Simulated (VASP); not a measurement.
Write the native input for VASP 6.6.1 that does the following.

```
Task                   : single point
Functional             : PBEsol
Potentials or basis    : VASP PAW PBE potentials, release 64 (Al, Cu)
Cutoff                 : 520 eV
k mesh                 : 16 × 16 × 16
Occupations            : gaussian, width 0.15 eV
Spin                   : no spin polarisation
Dipole correction      : no
Further INCAR settings : ALGO = Fast; EDIFF = 1e-07; NBANDS = 14
```

The structure of AlCu lies in POSCAR:

```
AlCu
1.0
    2.9975090000      0.0037468862      0.0000000000
    0.0037468862      2.9975090000      0.0000000000
    0.0000000000      0.0000000000      2.9975090000
Al Cu
1 1
Direct
    0.0000000000      0.0000000000      0.0000000000
    0.5000000000      0.5000000000      0.5000000000
```

This cell differs from its parent crystal: strain +0.0025 x Voigt [0, 0, 0, 0, 0, 1].

One way to write it, as run:

INCAR

```
  ALGO = Fast
  EDIFF = 1E-7
  ENCUT = 520
  GGA = PS
  ISIF = 2
  ISMEAR = 0
  LASPH = T
  LCHARG = F
  LREAL = F
  LWAVE = F
  NBANDS = 14
  NELM = 80
  PREC = Accurate
  SIGMA = 0.15
```

KPOINTS

```
k-points
0
Gamma
  16 16 16
```

Potentials or basis: VASP PAW PBE potentials, release 64 (Al, Cu).

Command:

```console
$ cat potpaw_PBE.64/Al/POTCAR potpaw_PBE.64/Cu/POTCAR > POTCAR
$ mpirun -np 1 vasp_std > vasp.out
```

Results of the run:

* Pressure: -4.4 GPa
* Band gap on the k mesh: zero (band 7 reaches 12.78 eV, above the bottom of band 8 at 8.12 eV)

Caveat: the cell differs from its parent crystal (strain +0.0025 x Voigt [0, 0, 0, 0, 0, 1]); the PAW data sets were made with another functional, which shifts forces and pressure a little.

Wall time 4.8 min on 1 thread of Intel(R) Xeon(R) Platinum 8259CL CPU @ 2.50GHz (Skylake/Cascade Lake) (shared host), peak memory 0.35 GiB.
